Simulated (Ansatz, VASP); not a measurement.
MgO: VASP beside Ansatz

The input INCAR:

```
PREC = Accurate ; ENCUT = 520
EDIFF = 1E-6 ; ISMEAR = 0
SIGMA = 0.05 ; LREAL = F
LASPH = T ; NELM = 100
ALGO = Normal ; ISIF = 2
LWAVE = F ; LCHARG = T
GGA = PE ; LELF = T
LVHAR = T ; NBANDS = 11
```

KPOINTS

```
regular mesh
0
Gamma
  10 10 10
```

Contents of POSCAR:

```
MgO
1.0
    0.0000000000      2.3662017323      2.1269229054
    2.1269229054      0.0000000000      2.1269229054
    2.1269229054      2.3662017323      0.0000000000
Mg O
1 1
Direct
    0.0000000000      0.0000000000      0.0000000000
    0.5000000000      0.5000000000      0.5000000000
```

Input for Ansatz:

```yaml
crystal:
  lattice:
    - [0.0, 2.3662017323, 2.1269229054]
    - [2.1269229054, 0.0, 2.1269229054]
    - [2.1269229054, 2.3662017323, 0.0]
  atoms:
    - { symbol: Mg, position: [0.0, 0.0, 0.0] }
    - { symbol: O, position: [0.5, 0.5, 0.5] }
basis:
  ecutwfc: 420
kpoints:
  mp_grid: { grid: [10, 10, 10] }
hamiltonian:
  xc: pbe
scf:
  occupations: { method: gaussian, width: 0.05 }
output:
  forces: true
  stress: true
  eigenvalues: true
```

Change from the starting cell: strain +0.1125 x Voigt [0, 1, 0, 0, 0, 0], atoms carried along.

Alike in both runs: task single point; functional PBE; k mesh 10 × 10 × 10; occupations gaussian, width 0.05 eV; no spin polarisation.

|  | VASP | Ansatz |
| --- | --- | --- |
| version | VASP 6.6.1 | Ansatz 0.2.0 |
| potentials or method | VASP PAW PBE potentials, release 64 (Mg, O), cutoff 520 eV | scalar-relativistic, plane waves, PAW |
| valence electrons in the cell | 8 | 16 |

Ansatz gave:

* gap on the k mesh at the Fermi level (eV): 3.39
* least direct gap on the mesh (eV): 3.39
* pressure (GPa): -10.4
* traceless stress, the component that is largest in VASP (GPa): -4.73

Task: What did VASP give for the same quantities?

Result: gap on the k mesh at the Fermi level (eV): 3.37; least direct gap on the mesh (eV): 3.37; pressure (GPa): -11.1; traceless stress, the component that is largest in VASP (GPa): -4.71.

With one functional, cell and mesh, what is left measures potentials, basis and numerics. VASP's potentials hold 8 valence electrons a cell and Ansatz's 16, so a difference there can come from the potentials and not from the codes.
